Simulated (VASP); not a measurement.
# Ag (I4/mmm) in VASP: notebook

Runs on Ag. Level: LDA. Tasks: single point.

All numbers are computed with VASP 6.6.1; they aren't measurements. Logs are shortened: lines on timing, memory, paths and dates and some standing lists are left out, and cuts for length are marked.

## Step 1: The cell of the first run

It takes space group I4/mmm (No. 139, tetragonal). Conventional cell: a = 2.889 Å, b = 2.889 Å, c = 4.168 Å, α = 90.00°, β = 90.00°, γ = 90.00°. Ag (site symmetry 4/mmm) has 12 Ag at 2.89 to 2.92 Å within 3.8 Å.

## Step 2: Single point, LDA (zz strain of +2 %)

INCAR

```
SYSTEM = Ag
  PREC = Accurate
  ENCUT = 520
  EDIFF = 1E-6
  ISMEAR = -1
  SIGMA = 0.05
  LREAL = .False.
  LASPH = .True.
  NELM = 80
  ALGO = Normal
  ISIF = 2
  LWAVE = .False.
  LCHARG = .False.
  NBANDS = 12
```

KPOINTS

```
Automatic mesh
0
Gamma
  15 15 15
  0 0 0
```

POSCAR

```
Ag
1.0
    0.0000000000      2.0431000000      2.0839620000
    2.0431000000      0.0000000000      2.0839620000
    2.0431000000      2.0431000000      0.0000000000
Ag
1
Direct
    0.0000000000      0.0000000000      0.0000000000
```

Potentials or basis: VASP PAW LDA potentials, release 64 (Ag).

The run is started by

```console
cat potpaw_LDA.64/Ag/POTCAR > POTCAR
mpirun -np 1 vasp_std > vasp.out
```

OUTCAR:

```text
SYSTEM = Ag
   PREC = Accurate
   ENCUT = 520
   EDIFF = 1E-6
   ISMEAR = -1
   LREAL = .False.
   LASPH = .True.
   NELM = 80
   ISIF = 2

 ion  position               nearest neighbor table
   1  0.000  0.000  0.000-

  LATTYP: Found a body centered tetragonal cell.
 ALAT       =     2.8893797293
 C/A-ratio  =     1.4424978336

  Lattice vectors:

 A1 = (  -2.0431000000,   0.0000000000,   2.0839620000)
 A2 = (   2.0431000000,   0.0000000000,   2.0839620000)
 A3 = (   0.0000000000,   2.0431000000,  -2.0839620000)

Analysis of symmetry for initial positions (statically):
=====================================================================
 Subroutine PRICEL returns:
 Original cell was already a primitive cell.

 Routine SETGRP: Setting up the symmetry group for a
 body centered tetragonal supercell.

 Subroutine GETGRP returns: Found 16 space group operations
 (whereof 16 operations were pure point group operations)
 out of a pool of 16 trial point group operations.

The static configuration has the point symmetry D_4h.

Analysis of symmetry for dynamics (positions and initial velocities):
=====================================================================
 Subroutine PRICEL returns:
 Original cell was already a primitive cell.

 Routine SETGRP: Setting up the symmetry group for a
 body centered tetragonal supercell.

 Subroutine GETGRP returns: Found 16 space group operations
 (whereof 16 operations were pure point group operations)
 out of a pool of 16 trial point group operations.

The dynamic configuration has the point symmetry D_4h.

 Subroutine INISYM returns: Found 16 space group operations
 (whereof 16 operations are pure point group operations),
 and found     1 'primitive' translations

----------------------------------------------------------------------------------------

                                     Primitive cell

  volume of cell :      17.3980

  direct lattice vectors                    reciprocal lattice vectors
     0.000000000  2.043100000  2.083962000    -0.244726151  0.244726151  0.239927599
     2.043100000  0.000000000  2.083962000     0.244726151 -0.244726151  0.239927599
     2.043100000  2.043100000  0.000000000     0.244726151  0.244726151 -0.239927599

  length of vectors
     2.918416562  2.918416562  2.889379729     0.421125909  0.421125909  0.421125909

  position of ions in fractional coordinates (direct lattice)
     0.000000000  0.000000000  0.000000000

  ion indices of the primitive-cell ions
   primitive index   ion index
                 1           1

----------------------------------------------------------------------------------------

 KPOINTS: Automatic mesh

Automatic generation of k-mesh.
 Grid dimensions read from file:
 generate k-points for:   15   15   15

 Generating k-lattice:

  Cartesian coordinates                     Fractional coordinates (reciprocal lattice)
    -0.016315077  0.016315077  0.015995173     0.066666667 -0.000000000  0.000000000
     0.016315077 -0.016315077  0.015995173    -0.000000000  0.066666667  0.000000000
     0.016315077  0.016315077 -0.015995173     0.000000000  0.000000000  0.066666667

  Length of vectors
     0.028075061  0.028075061  0.028075061

  Shift w.r.t. Gamma in fractional coordinates (k-lattice)
     0.000000000  0.000000000  0.000000000

 Subroutine IBZKPT returns following result:
 ===========================================

 Found    288 irreducible k-points:

 Following reciprocal coordinates:
            Coordinates               Weight
  0.000000  0.000000  0.000000      1.000000
  0.066667  0.000000  0.000000      8.000000
  0.133333  0.000000  0.000000      8.000000
  0.200000  0.000000  0.000000      8.000000
  0.266667  0.000000  0.000000      8.000000
  0.333333  0.000000  0.000000      8.000000
[... 16 lines left out ...]
  0.133333  0.133333  0.000000      2.000000
  0.200000  0.133333  0.000000      8.000000
 [... further k-points ...]
   k-points           NKPTS =    288   k-points in BZ     NKDIM =    288   number of bands    NBANDS=     12
   number of dos      NEDOS =    301   number of ions     NIONS =      1
   total plane-waves  NPLWV =  13824
   dimension x,y,z NGX =    24 NGY =   24 NGZ =   24
   dimension x,y,z NGXF=    48 NGYF=   48 NGZF=   48
   ions per type =               1
   NGX,Y,Z   is equivalent  to a cutoff of  13.67, 13.67, 13.81 a.u.
   NGXF,Y,Z  is equivalent  to a cutoff of  27.34, 27.34, 27.62 a.u.
 SYSTEM =  Ag
   PREC   = accura    normal or accurate (medium, high low for compatibility)
   ISTART =      0    job   : 0-new  1-cont  2-samecut
   ICHARG =      2    charge: 1-file 2-atom 10-const
   ISPIN  =      1    spin polarized calculation?
   LNONCOLLINEAR =      F non collinear calculations
   LSORBIT =      F    spin-orbit coupling
   LASPH  =      T    aspherical Exc in radial PAW
   ENCUT  =  520.0 eV  38.22 Ry    6.18 a.u.   5.43  5.43  5.37*2*pi/ulx,y,z
   NELM   =     80;   NELMIN=  2; NELMDL= -5     # of ELM steps
   EDIFF  = 0.1E-05   stopping-criterion for ELM
   LREAL  =      F    real-space projection
   EDIFFG = 0.1E-04   stopping-criterion for IOM
   NSW    =      0    number of steps for IOM
   IBRION =     -1    ionic relax: 0-MD 1-quasi-New 2-CG
   NFREE  =      0    steps in history (QN), initial steepest desc. (CG)
   ISIF   =      2    stress and relaxation
   ISYM   =      2    0-nonsym 1-usesym 2-fastsym
   POTIM  = 0.5000    time-step for ionic-motion
   TEBEG  =    0.0;   TEEND  =   0.0 temperature during run
   PSTRESS=    0.0 pullay stress
   NELECT =      11.0000    total number of electrons
   NUPDOWN=      -1.0000    fix difference up-down
   EMIN   =  10.00;   EMAX   =-10.00  energy-range for DOS
   EFERMI =   0.00;   METHOD = LEGACY
   ISMEAR =    -1;   SIGMA  =   0.05  broadening in eV -4-tet -1-fermi 0-gaus
   EFERMI_NEDOS =   21; number of points for ismear=-14 and -15
   IALGO  =     38    algorithm
   IMIX   =      4    mixing-type and parameters
     AMIX     =   0.40;   BMIX     =  1.00
     AMIX_MAG =   1.60;   BMIX_MAG =  1.00
  volume/ion in A,a.u.               =      17.40       117.41
  Fermi-wavevector in a.u.,A,eV,Ry     =   1.405096  2.655247 26.861917  1.974295
  Thomas-Fermi vector in A             =   2.527592
   LORBIT       =      0    0 simple, 1 ext, 2 COOP (PROOUT), +10 PAW based schemes
   GGA     = CA    functional components
   LHFCALC =     F    Hartree Fock is set to
   AEXX    =    0.0000 exact exchange contribution
   IVDW    =     0    specifies the selected vdW correction
   LEPSILON=     F    determine dielectric tensor
   LRPA    =     F    only Hartree local field effects (RPA)
 non-spin polarized calculation
  energy-cutoff  :      520.00
  volume of cell :       17.40
 maximum number of plane-waves:       491
 NGX is ok and might be reduce to    24
   NGX = 11   NGY = 11   NGZ = 11

 number of electron      10.9999998 magnetization

 Free energy of the ion-electron system (eV)
  ---------------------------------------------------
  ext. energy  EPLUGINS =         0.00000000
  ---------------------------------------------------
  free energy    TOTEN  =        -3.73855931 eV

  energy without entropy =       -3.73532280  energy(sigma->0) =       -3.73694106

 E-fermi :   7.9830     XC(G=0): -12.4656

 val. band max:        7.9759867733   @ k =   0.4667   0.0667   0.4000
 cond. band min:       7.9969312900   @ k =  -0.2667   0.0667   0.2667
 fundamental gap:      0.0209445166
 Fermi energy:         7.9830292526

 k-point     1 :       0.0000    0.0000    0.0000
  band No.  band energies     occupation
      1       0.1853      2.00000
      2       3.0784      2.00000
      3       3.2046      2.00000
      4       3.2046      2.00000
      5       4.1135      2.00000
      6       4.2415      2.00000
      7      23.8500      0.00000
      8      27.0720      0.00000
      9      27.3007      0.00000
     10      27.3007      0.00000
     11      32.1947      0.00000
     12      32.9713      0.00000

 k-point     2 :       0.0667    0.0000    0.0000
  band No.  band energies     occupation
      1       0.3220      2.00000
      2       3.0868      2.00000
      3       3.2028      2.00000
      4       3.2419      2.00000
      5       4.1020      2.00000
      6       4.2249      2.00000
      7      23.8600      0.00000
      8      26.1104      0.00000
      9      27.2017      0.00000
     10      27.3477      0.00000
     11      31.9942      0.00000
     12      32.8857      0.00000

 k-point     3 :       0.1333    0.0000    0.0000
  band No.  band energies     occupation
      1       0.7095      2.00000
      2       3.0589      2.00000
      3       3.2584      2.00000
      4       3.3333      2.00000
      5       4.0915      2.00000
      6       4.1961      2.00000
      7      23.0623      0.00000
      8      24.8198      0.00000
      9      27.2942      0.00000
     10      27.4408      0.00000
     11      30.8886      0.00000
     12      32.2085      0.00000
[... 286 lines left out ...]
 k-point    23 :       0.1333    0.1333    0.0000
  band No.  band energies     occupation
      1       0.8684      2.00000
      2       2.8262      2.00000
      3       3.4615      2.00000
      4       3.4615      2.00000
      5       3.8742      2.00000
      6       4.3506      2.00000
      7      24.1157      0.00000
      8      25.4614      0.00000
      9      25.4708      0.00000
     10      25.4708      0.00000
     11      30.6123      0.00000
     12      32.9532      0.00000

 k-point    24 :       0.2000    0.1333    0.0000
  band No.  band energies     occupation
      1       1.2822      2.00000
      2       2.7226      2.00000
      3       3.5206      2.00000
      4       3.5871      2.00000
      5       3.9013      2.00000
      6       4.4093      2.00000
      7      22.8445      0.00000
      8      24.5028      0.00000
      9      24.7348      0.00000
     10      26.1930      0.00000
     11      29.1415      0.00000
     12      32.9373      0.00000

 [... further k-points ...]
[... 5 lines left out ...]
  --------------------------------------------------------------------------------------
  -------------------------------------------------------------------------------------
  Total       -0.9699453     -0.9699453     -0.9978538      0.0000000      0.0000000      0.0000000
  in kB      -89.3220718    -89.3220718    -91.8921587      0.0000000      0.0000000      0.0000000
  external PRESSURE =     -90.1787674 kB  Pullay stress =       0.0000000 kB

 VOLUME and BASIS-vectors are now :
 -----------------------------------------------------------------------------
  energy-cutoff  :      520.00
  volume of cell :       17.40
      direct lattice vectors                 reciprocal lattice vectors
     0.000000000  2.043100000  2.083962000    -0.244726151  0.244726151  0.239927599
     2.043100000  0.000000000  2.083962000     0.244726151 -0.244726151  0.239927599
     2.043100000  2.043100000  0.000000000     0.244726151  0.244726151 -0.239927599

 POSITION                                       TOTAL-FORCE (eV/Angst)
 -----------------------------------------------------------------------------------
      0.00000      0.00000      0.00000         0.000000     -0.000000      0.000000
 -----------------------------------------------------------------------------------
    total drift:                                0.000000     -0.000000     -0.000000

  FREE ENERGIE OF THE ION-ELECTRON SYSTEM (eV)
  ---------------------------------------------------
  free  energy   TOTEN  =        -3.7385593090 eV

  energy  without entropy=       -3.7353228042  energy(sigma->0) =       -3.73694106
```

Wall time 29 s (1 thread of AMD EPYC 9R14 (Zen 4), shared host); peak memory 0.14 GiB.

What came out:

```
Free energy : -3.7386 eV
Pressure    : -9.0 GPa
```

Caveat: the cell differs from its parent crystal (zz strain of +2 %).

## Step 3: Single point, LDA (equal xx and yy strain of +2 %)

INCAR

```
SYSTEM = Ag
PREC     = Accurate       ! precision mode
ENCUT    = 520            ! plane-wave cutoff, eV
EDIFF    = 1E-6           ! SCF threshold, eV
ISMEAR   = -1             ! smearing method
SIGMA    = 0.05           ! smearing width, eV
LREAL    = .FALSE.        ! projectors in reciprocal space
LASPH    = .TRUE.         ! aspherical terms in the spheres
NELM     = 100            ! most SCF steps
ALGO     = Normal         ! electronic algorithm
ISIF     = 2              ! what is computed and relaxed
LWAVE    = .FALSE.        ! write WAVECAR
LCHARG   = .FALSE.        ! write CHGCAR
GGA      = CA             ! functional
NBANDS   = 12             ! bands
```

KPOINTS

```
Automatic mesh
0
G
  15 15 15
  0 0 0
```

POSCAR

```
Ag
1.0
    0.0000000000      2.0839620000      2.0431000000
    2.0839620000      0.0000000000      2.0431000000
    2.0839620000      2.0839620000      0.0000000000
Ag
1
Direct
    0.0000000000      0.0000000000      0.0000000000
```

Potentials or basis: VASP PAW LDA potentials, release 64 (Ag).

The run is started by

```console
cat potpaw_LDA.64/Ag/POTCAR > POTCAR
mpirun -np 1 vasp_std > vasp.out
```

It took 29 s on 1 thread of AMD EPYC 9R14 (Zen 4), shared host; peak memory 0.14 GiB.

It converged, with:

```
Free energy : -3.7176 eV
Pressure    : -10.6 GPa
```

Levels at points of the mesh, in eV from the Fermi level:
```
           k point  band 4  band 5  band 6  band 7  band 8  band 9
(0.00, 0.00, 0.00)   -4.66   -3.82   -3.70   15.83   19.01   19.01
```

Caveat: the cell differs from its parent crystal (equal xx and yy strain of +2 %).

## Step 4: Single point, LDA (zz strain of -2 %)

INCAR

```
SYSTEM = Ag
ALGO     = Normal         ! electronic algorithm
EDIFF    = 1E-6           ! SCF threshold, eV
ENCUT    = 520            ! plane-wave cutoff, eV
GGA      = CA             ! functional
ISIF     = 2              ! what is computed and relaxed
ISMEAR   = -1             ! smearing method
LASPH    = .True.         ! aspherical terms in the spheres
LCHARG   = .False.        ! write CHGCAR
LREAL    = .False.        ! projectors in reciprocal space
LWAVE    = .False.        ! write WAVECAR
NBANDS   = 12             ! bands
NELM     = 60             ! most SCF steps
PREC     = Accurate       ! precision mode
SIGMA    = 0.05           ! smearing width, eV
```

KPOINTS

```
k-points
0
Gamma
  15 15 15
  0 0 0
```

POSCAR

```
Ag
1.0
    0.0000000000      2.0431000000      2.0022380000
    2.0431000000      0.0000000000      2.0022380000
    2.0431000000      2.0431000000      0.0000000000
Ag
1
Direct
    0.0000000000      0.0000000000      0.0000000000
```

The run is started by

```console
cat potpaw_LDA.64/Ag/POTCAR > POTCAR
mpirun -np 1 vasp_std > vasp.out
```

Wall time 18 s (1 thread of Intel Xeon Platinum 8488C (Sapphire Rapids), shared host); peak memory 0.17 GiB.

The run converged. Its results:

```yaml
Free_energy: -3.7691 eV
Pressure: -5.2 GPa
```

Stress tensor (GPa, compression positive):
```
-5.25  0.00  0.00
 0.00 -5.25  0.00
 0.00  0.00 -5.16
```

Levels at points of the mesh, in eV from the Fermi level:
```csv
k point,band 2,band 3,band 4,band 5,band 6,band 7,band 8,band 9,band 10,band 11
"(0.00, 0.00, 0.00)",-5.03,-5.03,-4.90,-3.97,-3.83,15.93,19.45,19.45,19.73,24.61
```

Caveat: the cell differs from its parent crystal (zz strain of -2 %).

## Step 5: Single point, LDA (zz strain of +1 %)

INCAR

```
PREC = Accurate
ENCUT = 520
EDIFF = 1E-6
ISMEAR = -1
SIGMA = 0.05
LREAL = False
LASPH = True
NELM = 80
ALGO = Normal
ISIF = 2
LWAVE = False
LCHARG = False
NBANDS = 12
```

KPOINTS

```
Automatic mesh
0
Gamma
  15 15 15
```

POSCAR

```
Ag
1.0
    0.0000000000      2.0431000000      2.0635310000
    2.0431000000      0.0000000000      2.0635310000
    2.0431000000      2.0431000000      0.0000000000
Ag
1
Direct
    0.0000000000      0.0000000000      0.0000000000
```

The run is started by

```console
cat potpaw_LDA.64/Ag/POTCAR > POTCAR
mpirun -np 1 vasp_std > vasp.out
```

Wall time 19 s (1 thread of Intel Xeon Platinum 8488C (Sapphire Rapids), shared host); peak memory 0.17 GiB.

It converged, with:

- Free energy: -3.7478 eV
- Pressure: -8.2 GPa

Stress tensor (GPa, compression positive):
```
-8.16  0.00  0.00
 0.00 -8.16  0.00
 0.00  0.00 -8.26
```

Levels at points of the mesh, in eV from the Fermi level:
| k point | band 2 | band 3 | band 4 | band 5 | band 6 | band 7 | band 8 | band 9 | band 10 | band 11 |
| --- | --- | --- | --- | --- | --- | --- | --- | --- | --- | --- |
| (0.00, 0.00, 0.00) | -4.91 | -4.84 | -4.84 | -3.86 | -3.80 | 15.88 | 19.23 | 19.35 | 19.35 | 24.31 |

Caveat: the cell differs from its parent crystal (zz strain of +1 %).

## Step 6: The runs side by side

```csv
cell,gap on the mesh (eV),pressure (GPa)
"a = 2.918, b = 2.918, c = 2.889 Å, angles 60.3, 60.3, 59.3°, 1 atom",none,-9.0
"a = 2.918, b = 2.918, c = 2.947 Å, angles 59.7, 59.7, 60.7°, 1 atom",none,-10.6
"a = 2.861, b = 2.861, c = 2.889 Å, angles 59.7, 59.7, 60.7°, 1 atom",none,-5.2
"a = 2.904, b = 2.904, c = 2.889 Å, angles 60.2, 60.2, 59.7°, 1 atom",none,-8.2
```

Alike in all rows: task single point; level LDA; potentials or basis VASP PAW LDA potentials, release 64 (Ag); no spin polarisation; k mesh 15 × 15 × 15; cutoff (eV) 520; smearing fermi-dirac 0.05 eV.

Total energies depend on the potentials used, so only differences within one code and one set of settings carry meaning.
